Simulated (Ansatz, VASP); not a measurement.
**One calculation of MgCdTe6C2, two programs**

File INCAR:

```
PREC = Accurate
ENCUT = 520
EDIFF = 1E-7
ISMEAR = -1
SIGMA = 0.1
LREAL = F
LASPH = T
NELM = 60
ALGO = Normal
ISIF = 2
LWAVE = F
LCHARG = F
GGA = CA
NBANDS = 40
```

The input KPOINTS:

```
Automatic mesh
0
Gamma
  4 4 4
```

POSCAR

```
MgCdTe6C2
1.0
    3.2613670000      5.6488490000      0.0000000000
   -3.2613670000      5.6488490000      0.0000000000
    0.0000000000     -3.7658990000      7.1189830000
Cd Mg C Te
1 1 2 6
Direct
    0.0000000000      0.0000000000      0.0000000000
    0.5000000000      0.5000000000      0.5000000000
    0.2435000000      0.2435000000      0.7305000000
    0.7565000000      0.7565000000      0.2695000000
    0.7618000000      0.7662000000      0.8367000000
    0.3087000000      0.7618000000      0.8367000000
    0.7662000000      0.3087000000      0.8367000000
    0.2382000000      0.2338000000      0.1633000000
    0.6913000000      0.2382000000      0.1633000000
    0.2338000000      0.6913000000      0.1633000000
```

Input for Ansatz:

```yaml
crystal:
  lattice:
    - [3.261367, 5.648849, 0.0]
    - [-3.261367, 5.648849, 0.0]
    - [0.0, -3.765899, 7.118983]
  atoms:
    - { symbol: Cd, position: [0.0, 0.0, 0.0] }
    - { symbol: Mg, position: [0.5, 0.5, 0.5] }
    - { symbol: C, position: [0.2435, 0.2435, 0.7305] }
    - { symbol: C, position: [0.7565, 0.7565, 0.2695] }
    - { symbol: Te, position: [0.7618, 0.7662, 0.8367] }
    - { symbol: Te, position: [0.3087, 0.7618, 0.8367] }
    - { symbol: Te, position: [0.7662, 0.3087, 0.8367] }
    - { symbol: Te, position: [0.2382, 0.2338, 0.1633] }
    - { symbol: Te, position: [0.6913, 0.2382, 0.1633] }
    - { symbol: Te, position: [0.2338, 0.6913, 0.1633] }
  symmetry: { tolerance: 0.0003 }
kpoints:
  mp_grid: { grid: [4, 4, 4], shift: [0, 0, 0] }
magnetization:
  spin_polarized: false
scf:
  occupations: { method: fermi_dirac }
hamiltonian:
  pseudopotentials: { kind: paw }
  xc: lda
basis:
  ecutwfc: 500
output:
  forces: true
  stress: true
  eigenvalues: true
  write_density: true
  write_potential: true
  elf: true
  volumetric_format: npy
```

Alike in both runs: task single point; functional LDA; k mesh 4 × 4 × 4; no spin polarisation.

|  | VASP | Ansatz |
| --- | --- | --- |
| version | VASP 6.6.1 | Ansatz 0.2.0 |
| potentials or method | VASP PAW LDA potentials, release 64 (Cd, Mg, C, Te), cutoff 520 eV | PAW plane waves |
| occupations | fermi-dirac, width 0.1 eV | fermi-dirac |
| valence electrons in the cell | 58 | 134 |

```csv
,VASP,Ansatz,Ansatz less VASP
gap on the k mesh at the Fermi level (eV),none,none,-
pressure (GPa),18.9,18.4,-0.55
"traceless stress, the component that is largest in VASP (GPa)",-5.87,-5.74,+0.133
rms of the force components (eV/Å),2.778,2.677,-0.1011
```

LDA's correlation is that of Perdew and Zunger in VASP and of Perdew and Wang (1992) in Ansatz. Atom by atom the forces differ by 0.102 eV/Å (rms over components). A gap of «none» marks a metal or a gap that the smearing closes. VASP's potentials hold 58 valence electrons a cell and Ansatz's 134, so a difference there can come from the potentials and not from the codes. Ansatz's warnings: structure snapped to symmetry.

Neither program's run includes spin-orbit coupling.
